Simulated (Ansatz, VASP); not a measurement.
One calculation of Be3CdSe4, two programs

```
Be Cd Se
1.0
     5.06355    0.00000    0.00000
     0.00000    5.06355    0.00000
     0.00000    0.00000    7.14094
Be Cd Se
3 1 4
Cartesian
  0.0000 2.5318 3.5705
  2.5318 0.0000 3.5705
  0.0000 0.0000 0.0000
  2.5318 2.5318 0.0000
  0.0000 2.5318 5.5987
  2.5318 0.0000 5.5987
  0.0000 2.5318 1.5423
  2.5318 0.0000 1.5423
```

Alike in both runs: functional PBE; k mesh 3 × 3 × 2; occupations gaussian, width 0.15 eV; no spin polarisation.

Ansatz relaxed the structure, and its values are those at the end. VASP's run is a single point on that final structure, the one shown.

```csv
,VASP,Ansatz
version,VASP 6.6.1,Ansatz 0.2.0
potentials or method,"VASP PAW PBE potentials, release 64 (Be, Cd, Se), cutoff 600 eV","scalar-relativistic, plane waves, PAW"
valence electrons in the cell,42,90
```

VASP gave:

* gap on the k mesh at the Fermi level (eV): none
* pressure (GPa): 0.1
* rms of the force components (eV/Å): 0.005

Which values does Ansatz return?

gap on the k mesh at the Fermi level (eV): none; pressure (GPa): 0.0; rms of the force components (eV/Å): 0.002.

A gap of «none» marks a metal or a gap that the smearing closes. VASP's potentials hold 42 valence electrons a cell and Ansatz's 90, so a difference there can come from the potentials and not from the codes.

The k mesh is coarse, so the values compare programs but aren't converged.
